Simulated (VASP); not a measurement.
A run of VASP 6.6.1 is set up as follows.

Contents of INCAR:

```
  PREC = Accurate
  ENCUT = 400
  EDIFF = 1E-6
  ISMEAR = -1
  SIGMA = 0.05
  LREAL = Auto
  LASPH = T
  NELM = 120
  ALGO = Normal
  ISIF = 2
  LWAVE = F
  LCHARG = F
  GGA = PE
  ISYM = -1
  NBANDS = 123
  GGA_COMPAT = F
```

KPOINTS

```
explicit points
1
Reciprocal
  0.25000000   0.25000000   0.25000000 1
```

Contents of POSCAR:

```
Si5Ni19
1.0
    6.7405220000     -0.2054610000     -0.1773920000
   -0.2054610000      6.5498610000      0.0568880000
   -0.1773920000      0.0568880000      6.3235750000
Ni Si
19 5
Direct
    0.8518244023      0.9936497197      0.9330288783
    0.5849229776      0.0932282697      0.1027747891
    0.6988413912      0.2254181247      0.4169643415
    0.2532276654      0.5004684112      0.2495936104
    0.1330373615      0.5522766374      0.8730097849
    1.0046776135      0.1151668723      0.2818179840
    0.2007704097      0.8204847461      0.4831150620
    0.4842695516      0.1332248358      0.7190857466
    0.2822158493      0.8620311756      0.1290777139
    0.4605427554      0.7677323054      0.8090755380
    0.5913204000      0.6699519121      0.1681089074
    0.5392481870      0.5109464440      0.5546738345
    0.8487281568      0.3019709564      0.7683297915
    0.9363999596      0.5485402451      0.4878061072
    0.2277138634      0.2330824165      0.9737359050
    0.7935528231      0.6614178337      0.8529792380
    0.8642051287      0.9093687892      0.5627247094
    0.3480791426      0.1532853242      0.3581444610
    0.8807900198      0.4142946645      0.1443983361
    0.5580782936      0.4071115271      0.9355296433
    0.5432673576      0.8694294197      0.4416644354
    0.9654482863      0.7458968397      0.2056558550
    0.1449857652      0.9238600925      0.8035566530
    0.1783064266      0.3329737087      0.5830492918
```

Potentials or basis: VASP PAW PBE potentials, release 64 (Ni, Si).

Command:

```console
$ cat potpaw_PBE.64/Ni/POTCAR potpaw_PBE.64/Si/POTCAR > POTCAR
$ mpirun -np 1 vasp_std > vasp.out
```

Task: Predict the pressure.

Result: -1.8 GPa.

Task: Estimate the largest force.

Result: 1.419 eV/Å.

Forces on the atoms (eV/Å):
```
Ni   0.318 -0.109  0.818
Ni  -0.223 -0.317 -0.557
Ni   0.807 -0.097  0.670
Ni  -0.048  0.143  0.443
Ni   0.283  0.998 -0.518
Ni   0.186 -0.358  0.071
Ni   0.720 -0.381  0.681
Ni  -0.198  0.181 -0.129
Ni   0.488  0.230 -0.564
Ni  -0.532  0.054 -0.090
Ni   0.442 -0.014  0.096
Ni  -0.302 -0.232 -0.161
Ni  -0.038  0.257 -0.465
Ni  -0.555 -0.461  1.161
Ni   0.152 -1.135 -0.063
Ni   0.584 -0.665 -0.376
Ni  -0.238  0.090 -0.111
Ni  -0.193  0.625  0.050
Ni  -0.734 -0.429 -1.079
Si  -0.680  0.095  0.027
Si  -0.660  0.327  0.564
Si  -0.145  1.043 -0.951
Si   0.303  0.015 -0.016
Si   0.261  0.142  0.496
```

Caveat: the atoms stand as in a frame of molecular dynamics. Spin polarisation is off, so any magnetic state and its effect on volume and gap are missing.
